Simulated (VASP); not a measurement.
Wanted: the native input for a VASP 6.6.1 run.

| Item | Value |
| --- | --- |
| Task | single point |
| Functional | r2SCAN0 |
| Potentials or basis | VASP PAW PBE potentials, release 64 (Bi_d, Te) |
| Cutoff | 520 eV |
| k mesh | 4 × 4 × 4 |
| Occupations | fermi-dirac, width 0.05 eV |
| Spin | no spin polarisation |
| Dipole correction | no |
| Grid for exact exchange (PRECFOCK) | Normal |
| Further INCAR settings | ALGO = Normal; EDIFF = 1e-06; NBANDS = 18 |

Crystal: BiTe.

```xyz
2
Lattice="2.4227 1.3988 3.3173 -2.4227 1.3988 3.3173 0.0000 -2.7975 3.3173" Properties=species:S:1:pos:R:3 pbc="T T T"
Bi    0.0000    0.0000    4.9759
Te    0.0000    0.0000    0.0000
```

The input as run:

POSCAR

```
BiTe
1.0
    2.4227077728      1.3987509848      3.3172919545
   -2.4227077728      1.3987509848      3.3172919545
    0.0000000000     -2.7975019696      3.3172919545
Bi Te
1 1
Direct
    0.5000000000      0.5000000000      0.5000000000
    0.0000000000      0.0000000000      0.0000000000
```

INCAR.step1

```
ALGO     = Normal         # electronic algorithm
EDIFF    = 1E-5           # SCF threshold, eV
ENCUT    = 520            # plane-wave cutoff, eV
GGA      = PE             # functional
ISIF     = 2              # what is computed and relaxed
ISMEAR   = -1             # smearing method
LASPH    = T              # aspherical terms in the spheres
LCHARG   = F              # write CHGCAR
LREAL    = F              # projectors in reciprocal space
LWAVE    = T              # write WAVECAR
NBANDS   = 18             # bands
NELM     = 60             # most SCF steps
PREC     = Accurate       # precision mode
SIGMA    = 0.05           # smearing width, eV
```

INCAR.step2

```
AEXX     = 0.25           # exact-exchange fraction
ALGO     = Normal         # electronic algorithm
EDIFF    = 1E-6           # SCF threshold, eV
ENCUT    = 520            # plane-wave cutoff, eV
ISIF     = 2              # what is computed and relaxed
ISMEAR   = -1             # smearing method
ISTART   = 1            
LASPH    = T              # aspherical terms in the spheres
LCHARG   = F              # write CHGCAR
LHFCALC  = T              # exact exchange
LMIXTAU  = T            
LREAL    = F              # projectors in reciprocal space
LWAVE    = F              # write WAVECAR
METAGGA  = R2SCAN         # meta-GGA
NBANDS   = 18             # bands
NELM     = 60             # most SCF steps
PREC     = Accurate       # precision mode
PRECFOCK = Normal       
SIGMA    = 0.05           # smearing width, eV
```

KPOINTS

```
k-points
0
Gamma
  4 4 4
```

Potentials or basis: VASP PAW PBE potentials, release 64 (Bi_d, Te).

The run is started by

```console
$ cat potpaw_PBE.64/Bi_d/POTCAR potpaw_PBE.64/Te/POTCAR > POTCAR
$ cp INCAR.step1 INCAR
$ mpirun -np 1 vasp_std > vasp.out
$ cp INCAR.step2 INCAR
$ mpirun -np 1 vasp_std > vasp.out
```

Results of the run:

| Property | Result |
| --- | --- |
| Pressure | -2.5 GPa |

Caveat: the k points lie up to 0.41 Å⁻¹ apart; the PAW data sets were made with another functional, which shifts forces and pressure a little.

Run time: 13 min on 1 thread of Intel(R) Xeon(R) 6975P-C (Granite Rapids) (shared host), peak memory 0.21 GiB.
